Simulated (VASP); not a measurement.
Set up this calculation in VASP 6.6.1, as the native input.

```
Task                   : single point
Functional             : PBE
Potentials or basis    : VASP PAW PBE potentials, release 64 (Na_pv)
Cutoff                 : 520 eV
k mesh                 : 16 × 16 × 16
Occupations            : gaussian, width 0.15 eV
Spin                   : no spin polarisation
Dipole correction      : no
Further INCAR settings : ALGO = Fast; EDIFF = 1e-06; NBANDS = 10
```

The structure of Na lies in POSCAR:

```
Na
1.0
   -2.1810250000      2.1810250000      2.0539750000
    2.1810250000     -2.1810250000      2.0539750000
    2.1810250000      2.1810250000     -2.0539750000
Na
1
Direct
    0.0000000000      0.0000000000      0.0000000000
```

This cell differs from its parent crystal: strain +0.030 along x and y, -0.030 along z.

These files were run (other wordings do the same):

INCAR

```
PREC = Accurate ; ENCUT = 520
EDIFF = 1E-6 ; ISMEAR = 0
SIGMA = 0.15 ; LREAL = False
LASPH = True ; NELM = 60
ALGO = Fast ; ISIF = 2
LWAVE = False ; LCHARG = False
GGA = PE ; NBANDS = 10
```

KPOINTS

```
Automatic mesh
0
Gamma
  16 16 16
```

Potentials or basis: VASP PAW PBE potentials, release 64 (Na_pv).

The run is started by

```sh
$ cat potpaw_PBE.64/Na_pv/POTCAR > POTCAR
$ mpirun -np 1 vasp_std > vasp.out
```

Results of the run:

```yaml
Pressure: -0.5 GPa
Band_gap_on_the_k_mesh: zero (an odd number of electrons rules out a gap without spin polarisation)
```

Caveat: the cell differs from its parent crystal (strain +0.030 along x and y, -0.030 along z).

Wall time 74 s on 1 thread of Intel(R) Xeon(R) Platinum 8375C CPU @ 2.90GHz (Ice Lake), with other jobs on the host, peak memory 0.23 GiB.
